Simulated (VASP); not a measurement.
# GaSb2 (P4/nmm) in VASP: further runs

The runs below take GaSb2 through single point, relaxation of cell and atoms, with PBE.

Program: VASP 6.6.1. These are calculated values, not measurements. Logs are shortened: lines on timing, memory, paths and dates and some standing lists are left out, and cuts for length are marked.

## Step 1: The cell of the first run

The structure is tetragonal, space group P4/nmm (No. 129). The conventional cell has a = 4.103 Å, b = 4.103 Å, c = 8.611 Å, α = 90.00°, β = 90.00°, γ = 90.00°. Ga (site symmetry 4mm) has 9 Sb at 2.98 to 3.17 Å within 3.9 Å. Within 3.8 Å of Sb (site symmetry -4m2) lie 8 Sb at 2.90 to 3.72 Å and 4 Ga at 3.17 Å. Sb (site symmetry 4mm) has 5 Ga at 2.98 to 3.10 Å and 8 Sb at 3.72 to 3.77 Å within 3.9 Å.

## Step 2: Single point, PBE

Input file INCAR:

```
SYSTEM = GaSb2
PREC     = Accurate       ! precision mode
ENCUT    = 520            ! plane-wave cutoff, eV
EDIFF    = 1E-6           ! SCF threshold, eV
ISMEAR   = 0              ! smearing method
SIGMA    = 0.1            ! smearing width, eV
LREAL    = .FALSE.        ! projectors in reciprocal space
LASPH    = .TRUE.         ! aspherical terms in the spheres
NELM     = 100            ! most SCF steps
ALGO     = Normal         ! electronic algorithm
ISIF     = 2              ! what is computed and relaxed
LWAVE    = .FALSE.        ! write WAVECAR
LCHARG   = .FALSE.        ! write CHGCAR
GGA      = PE             ! functional
NBANDS   = 32             ! bands
```

Input file KPOINTS:

```
regular mesh
0
G
  4 4 2
  0 0 0
```

Input file POSCAR:

```
GaSb2
1.0
    4.1030605406      0.0000000000      0.0000000000
    0.0000000000      4.1030605406      0.0000000000
    0.0000000000      0.0000000000      8.6108037533
Ga Sb
2 4
Direct
    0.5000000000      0.0000000000      0.2800000000
    0.0000000000      0.5000000000      0.7200000000
    0.0000000000      0.0000000000      0.0000000000
    0.5000000000      0.5000000000      0.0000000000
    0.5000000000      0.0000000000      0.6400000000
    0.0000000000      0.5000000000      0.3600000000
```

Potentials or basis: VASP PAW PBE potentials, release 64 (Ga_d, Sb).

The run is started by

```bash
cat potpaw_PBE.64/Ga_d/POTCAR potpaw_PBE.64/Sb/POTCAR > POTCAR
mpirun -np 1 vasp_std > vasp.out
```

OUTCAR:

```text
SYSTEM = GaSb2
   PREC = Accurate
   ENCUT = 520
   EDIFF = 1E-6
   ISMEAR = 0
   LREAL = .FALSE.
   LASPH = .TRUE.
   NELM = 100
   ISIF = 2
   GGA = PE

 ion  position               nearest neighbor table
   1  0.500  0.000  0.280-   6 2.98   6 2.98   6 2.98   6 2.98   5 3.10   3 3.17   3 3.17   4 3.17
                             4 3.17
   2  0.000  0.500  0.720-   5 2.98   5 2.98   5 2.98   5 2.98   6 3.10   3 3.17   4 3.17   4 3.17
                             3 3.17
   3  0.000  0.000  0.000-   4 2.90   4 2.90   4 2.90   4 2.90   2 3.17   1 3.17   1 3.17   2 3.17
                             5 3.72   6 3.72   5 3.72   6 3.72
   4  0.500  0.500  0.000-   3 2.90   3 2.90   3 2.90   3 2.90   2 3.17   2 3.17   1 3.17   1 3.17
                             5 3.72   6 3.72   6 3.72   5 3.72
   5  0.500  0.000  0.640-   2 2.98   2 2.98   2 2.98   2 2.98   1 3.10   4 3.72   4 3.72   3 3.72
                             3 3.72   6 3.77   6 3.77   6 3.77   6 3.77
   6  0.000  0.500  0.360-   1 2.98   1 2.98   1 2.98   1 2.98   2 3.10   3 3.72   4 3.72   4 3.72
                             3 3.72   5 3.77   5 3.77   5 3.77   5 3.77

  LATTYP: Found a simple tetragonal cell.
 ALAT       =     4.1030605406
 C/A-ratio  =     2.0986294665

  Lattice vectors:

 A1 = (   4.1030605406,   0.0000000000,   0.0000000000)
 A2 = (   0.0000000000,   4.1030605406,   0.0000000000)
 A3 = (   0.0000000000,   0.0000000000,   8.6108037533)

Analysis of symmetry for initial positions (statically):
=====================================================================
 Subroutine PRICEL returns:
 Original cell was already a primitive cell.

 Routine SETGRP: Setting up the symmetry group for a
 simple tetragonal supercell.

 Subroutine GETGRP returns: Found 16 space group operations
 (whereof  8 operations were pure point group operations)
 out of a pool of 16 trial point group operations.

The static configuration has the point symmetry D_2d.
 The point group associated with its full space group is D_4h.

Analysis of symmetry for dynamics (positions and initial velocities):
=====================================================================
 Subroutine PRICEL returns:
 Original cell was already a primitive cell.

 Routine SETGRP: Setting up the symmetry group for a
 simple tetragonal supercell.

 Subroutine GETGRP returns: Found 16 space group operations
 (whereof  8 operations were pure point group operations)
 out of a pool of 16 trial point group operations.

The dynamic configuration has the point symmetry D_2d.
 The point group associated with its full space group is D_4h.

 Subroutine INISYM returns: Found 16 space group operations
 (whereof  8 operations are pure point group operations),
 and found     1 'primitive' translations

----------------------------------------------------------------------------------------

                                     Primitive cell

  volume of cell :     144.9638

  direct lattice vectors                    reciprocal lattice vectors
     4.103060541  0.000000000  0.000000000     0.243720508  0.000000000  0.000000000
     0.000000000  4.103060541  0.000000000     0.000000000  0.243720508  0.000000000
     0.000000000  0.000000000  8.610803753     0.000000000  0.000000000  0.116133177

  length of vectors
     4.103060541  4.103060541  8.610803753     0.243720508  0.243720508  0.116133177

  position of ions in fractional coordinates (direct lattice)
     0.500000000  0.000000000  0.280000000
     0.000000000  0.500000000  0.720000000
     0.000000000  0.000000000  0.000000000
     0.500000000  0.500000000  0.000000000
     0.500000000  0.000000000  0.640000000
     0.000000000  0.500000000  0.360000000

  ion indices of the primitive-cell ions
   primitive index   ion index
                 1           1
                 2           2
                 3           3
                 4           4
                 5           5
                 6           6

----------------------------------------------------------------------------------------

 KPOINTS: regular mesh

Automatic generation of k-mesh.
 Grid dimensions read from file:
 generate k-points for:    4    4    2

 Generating k-lattice:

  Cartesian coordinates                     Fractional coordinates (reciprocal lattice)
     0.060930127  0.000000000  0.000000000     0.250000000  0.000000000  0.000000000
     0.000000000  0.060930127  0.000000000     0.000000000  0.250000000  0.000000000
     0.000000000  0.000000000  0.058066589     0.000000000  0.000000000  0.500000000

  Length of vectors
     0.060930127  0.060930127  0.058066589

  Shift w.r.t. Gamma in fractional coordinates (k-lattice)
     0.000000000  0.000000000  0.000000000

 Subroutine IBZKPT returns following result:
 ===========================================

 Found     12 irreducible k-points:

 Following reciprocal coordinates:
            Coordinates               Weight
  0.000000  0.000000  0.000000      1.000000
  0.250000  0.000000  0.000000      4.000000
  0.500000  0.000000  0.000000      2.000000
  0.250000  0.250000  0.000000      4.000000
  0.500000  0.250000  0.000000      4.000000
  0.500000  0.500000  0.000000      1.000000
  0.000000  0.000000  0.500000      1.000000
  0.250000  0.000000  0.500000      4.000000
  0.500000  0.000000  0.500000      2.000000
  0.250000  0.250000  0.500000      4.000000
  0.500000  0.250000  0.500000      4.000000
  0.500000  0.500000  0.500000      1.000000
   k-points           NKPTS =     12   k-points in BZ     NKDIM =     12   number of bands    NBANDS=     32
   number of dos      NEDOS =    301   number of ions     NIONS =      6
   total plane-waves  NPLWV =  65536
   dimension x,y,z NGX =    32 NGY =   32 NGZ =   64
   dimension x,y,z NGXF=    64 NGYF=   64 NGZF=  128
   ions per type =               2   4
   NGX,Y,Z   is equivalent  to a cutoff of  12.97, 12.97, 12.36 a.u.
   NGXF,Y,Z  is equivalent  to a cutoff of  25.93, 25.93, 24.71 a.u.
 SYSTEM =  GaSb2
   PREC   = accura    normal or accurate (medium, high low for compatibility)
   ISTART =      0    job   : 0-new  1-cont  2-samecut
   ICHARG =      2    charge: 1-file 2-atom 10-const
   ISPIN  =      1    spin polarized calculation?
   LNONCOLLINEAR =      F non collinear calculations
   LSORBIT =      F    spin-orbit coupling
   LASPH  =      T    aspherical Exc in radial PAW
   ENCUT  =  520.0 eV  38.22 Ry    6.18 a.u.   7.63  7.63 16.01*2*pi/ulx,y,z
   NELM   =    100;   NELMIN=  2; NELMDL= -5     # of ELM steps
   EDIFF  = 0.1E-05   stopping-criterion for ELM
   LREAL  =      F    real-space projection
   EDIFFG = 0.1E-04   stopping-criterion for IOM
   NSW    =      0    number of steps for IOM
   IBRION =     -1    ionic relax: 0-MD 1-quasi-New 2-CG
   NFREE  =      0    steps in history (QN), initial steepest desc. (CG)
   ISIF   =      2    stress and relaxation
   ISYM   =      2    0-nonsym 1-usesym 2-fastsym
   POTIM  = 0.5000    time-step for ionic-motion
   TEBEG  =    0.0;   TEEND  =   0.0 temperature during run
   PSTRESS=    0.0 pullay stress
   NELECT =      46.0000    total number of electrons
   NUPDOWN=      -1.0000    fix difference up-down
   EMIN   =  10.00;   EMAX   =-10.00  energy-range for DOS
   EFERMI =   0.00;   METHOD = LEGACY
   ISMEAR =     0;   SIGMA  =   0.10  broadening in eV -4-tet -1-fermi 0-gaus
   EFERMI_NEDOS =   21; number of points for ismear=-14 and -15
   IALGO  =     38    algorithm
   IMIX   =      4    mixing-type and parameters
     AMIX     =   0.40;   BMIX     =  1.00
     AMIX_MAG =   1.60;   BMIX_MAG =  1.00
  volume/ion in A,a.u.               =      24.16       163.04
  Fermi-wavevector in a.u.,A,eV,Ry     =   1.116626  2.110116 16.964462  1.246853
  Thomas-Fermi vector in A             =   2.253241
   LORBIT       =      0    0 simple, 1 ext, 2 COOP (PROOUT), +10 PAW based schemes
   GGA     = PE    functional components
   LHFCALC =     F    Hartree Fock is set to
   AEXX    =    0.0000 exact exchange contribution
   IVDW    =     0    specifies the selected vdW correction
   LEPSILON=     F    determine dielectric tensor
   LRPA    =     F    only Hartree local field effects (RPA)
 non-spin polarized calculation
 Gauss-broadening in eV      SIGMA  =   0.10
  energy-cutoff  :      520.00
  volume of cell :      144.96
 maximum number of plane-waves:      3928
 NGX is ok and might be reduce to    32
   NGX = 15   NGY = 15   NGZ = 33

 number of electron      46.0000019 magnetization

 Free energy of the ion-electron system (eV)
  ---------------------------------------------------
  ext. energy  EPLUGINS =         0.00000000
  ---------------------------------------------------
  free energy    TOTEN  =       -20.65408184 eV

  energy without entropy =      -20.62020858  energy(sigma->0) =      -20.63714521

 E-fermi :   7.6312     XC(G=0): -10.3972

 val. band max:        7.5757773325   @ k =   0.2500   0.0000   0.0000
 cond. band min:       7.6594378225   @ k =   0.2500   0.2500   0.5000
 fundamental gap:      0.0836604899
 Fermi energy:         7.6312034926

 k-point     1 :       0.0000    0.0000    0.0000
  band No.  band energies     occupation
      1      -7.0830      2.00000
      2      -7.0779      2.00000
      3      -7.0520      2.00000
      4      -7.0520      2.00000
      5      -7.0504      2.00000
      6      -7.0487      2.00000
[... 24 lines left out ...]
     31      12.9489      0.00000
     32      13.7125      0.00000

 k-point     2 :       0.2500    0.0000    0.0000
  band No.  band energies     occupation
      1      -7.0758      2.00000
      2      -7.0724      2.00000
      3      -7.0580      2.00000
      4      -7.0561      2.00000
      5      -7.0539      2.00000
      6      -7.0530      2.00000
[... 24 lines left out ...]
     31      12.2495      0.00000
     32      12.4010      0.00000

 k-point     3 :       0.5000    0.0000    0.0000
  band No.  band energies     occupation
      1      -7.0680      2.00000
      2      -7.0680      2.00000
      3      -7.0651      2.00000
      4      -7.0651      2.00000
      5      -7.0600      2.00000
      6      -7.0600      2.00000
[... 24 lines left out ...]
     31      10.6578      0.00000
     32      10.6578      0.00000

 k-point     4 :       0.2500    0.2500    0.0000
  band No.  band energies     occupation
      1      -7.0749      2.00000
      2      -7.0685      2.00000
      3      -7.0651      2.00000
      4      -7.0595      2.00000
      5      -7.0594      2.00000
      6      -7.0576      2.00000
[... 24 lines left out ...]
     31      12.3831      0.00000
     32      13.1457      0.00000

 k-point     5 :       0.5000    0.2500    0.0000
  band No.  band energies     occupation
      1      -7.0792      2.00000
      2      -7.0792      2.00000
      3      -7.0652      2.00000
      4      -7.0652      2.00000
      5      -7.0602      2.00000
      6      -7.0602      2.00000
[... 164 lines left out ...]
     31      11.6860      0.00000
     32      11.6860      0.00000

 k-point    10 :       0.2500    0.2500    0.5000
  band No.  band energies     occupation
      1      -7.0784      2.00000
      2      -7.0655      2.00000
      3      -7.0632      2.00000
      4      -7.0620      2.00000
      5      -7.0553      2.00000
      6      -7.0551      2.00000
[... 24 lines left out ...]
     31      12.8009      0.00000
     32      13.3628      0.00000

 k-point    11 :       0.5000    0.2500    0.5000
  band No.  band energies     occupation
      1      -7.0786      2.00000
      2      -7.0786      2.00000
      3      -7.0662      2.00000
      4      -7.0662      2.00000
      5      -7.0579      2.00000
      6      -7.0579      2.00000
[... 24 lines left out ...]
     31      12.9788      0.00000
     32      12.9788      0.00000

 k-point    12 :       0.5000    0.5000    0.5000
  band No.  band energies     occupation
      1      -7.0936      2.00000
      2      -7.0936      2.00000
      3      -7.0619      2.00000
      4      -7.0619      2.00000
      5      -7.0603      2.00000
      6      -7.0603      2.00000
[... 24 lines left out ...]
     31      14.6493      0.00000
     32      14.6493      0.00000

------------------------ aborting loop because EDIFF is reached ----------------------------------------

  FORCE on cell =-STRESS in cart. coord.  units (eV):
  Direction    XX          YY          ZZ          XY          YZ          ZX
  --------------------------------------------------------------------------------------
  -------------------------------------------------------------------------------------
  Total        4.6489869      4.6489869      2.8762663      0.0000000      0.0000000      0.0000000
  in kB       51.3818059     51.3818059     31.7892391      0.0000000      0.0000000      0.0000000
  external PRESSURE =      44.8509503 kB  Pullay stress =       0.0000000 kB

 VOLUME and BASIS-vectors are now :
 -----------------------------------------------------------------------------
  energy-cutoff  :      520.00
  volume of cell :      144.96
      direct lattice vectors                 reciprocal lattice vectors
     4.103060541  0.000000000  0.000000000     0.243720508  0.000000000  0.000000000
     0.000000000  4.103060541  0.000000000     0.000000000  0.243720508  0.000000000
     0.000000000  0.000000000  8.610803753     0.000000000  0.000000000  0.116133177

 POSITION                                       TOTAL-FORCE (eV/Angst)
 -----------------------------------------------------------------------------------
      2.05153      0.00000      2.41103         0.000000      0.000000      0.422172
      0.00000      2.05153      6.19978         0.000000     -0.000000     -0.422172
      0.00000      0.00000      0.00000         0.000000     -0.000000      0.000000
      2.05153      2.05153      0.00000         0.000000      0.000000      0.000000
      2.05153      0.00000      5.51091         0.000000      0.000000      0.014402
      0.00000      2.05153      3.09989         0.000000      0.000000     -0.014402
 -----------------------------------------------------------------------------------
    total drift:                                0.000000     -0.000000      0.000000

  FREE ENERGIE OF THE ION-ELECTRON SYSTEM (eV)
  ---------------------------------------------------
  free  energy   TOTEN  =       -20.6540818424 eV

  energy  without entropy=      -20.6202085755  energy(sigma->0) =      -20.63714521
```

It took 76 s on 1 thread of Intel Xeon 8259CL, shared host; peak memory 0.26 GiB.

Results:

```
Free energy            : -20.6541 eV
Pressure               : 4.5 GPa
Largest force          : 0.422 eV/Å
Band gap on the k mesh : zero (bands 23 and 24 overlap by 2.04 eV)
```

Forces on the atoms (eV/Å):
```
Ga   0.000  0.000  0.422
Ga   0.000  0.000 -0.422
Sb   0.000  0.000  0.000
Sb   0.000  0.000  0.000
Sb   0.000  0.000  0.014
Sb   0.000  0.000 -0.014
```

Stress tensor (GPa, compression positive):
```
5.14 0.00 0.00
0.00 5.14 0.00
0.00 0.00 3.18
```

Levels at points of the mesh, in eV from the Fermi level:
```csv
k point,band 18,band 19,band 20,band 21,band 22,band 23,band 24,band 25,band 26,band 27
"(0.00, 0.00, 0.00)",-3.01,-2.13,-1.70,-1.32,-1.32,-0.60,-0.60,0.52,1.00,3.64
"(0.50, 0.00, 0.00)",-1.61,-1.26,-1.26,-1.09,-1.09,0.33,0.33,0.63,0.63,2.05
"(0.50, 0.50, 0.00)",-4.62,-4.15,-4.15,-4.05,-4.05,0.20,0.20,0.55,0.55,2.22
"(0.00, 0.00, 0.50)",-3.65,-1.91,-1.84,-1.84,0.09,0.09,0.77,0.92,1.56,2.30
"(0.50, 0.00, 0.50)",-3.53,-1.02,-1.02,-0.16,-0.16,0.35,0.35,1.30,1.30,1.90
"(0.50, 0.50, 0.50)",-4.90,-3.79,-3.79,-2.59,-2.59,-1.43,-1.43,-0.91,-0.91,4.53
```

Caveat: the k points lie up to 0.38 Å⁻¹ apart, too coarse for converged energies and pressures of a metal; spin-orbit coupling is left out, which moves the levels of the heavy elements.

(Continued in part 2 of 2.)

The gap in the log of VASP goes by the Fermi energy; the results here count the filled bands.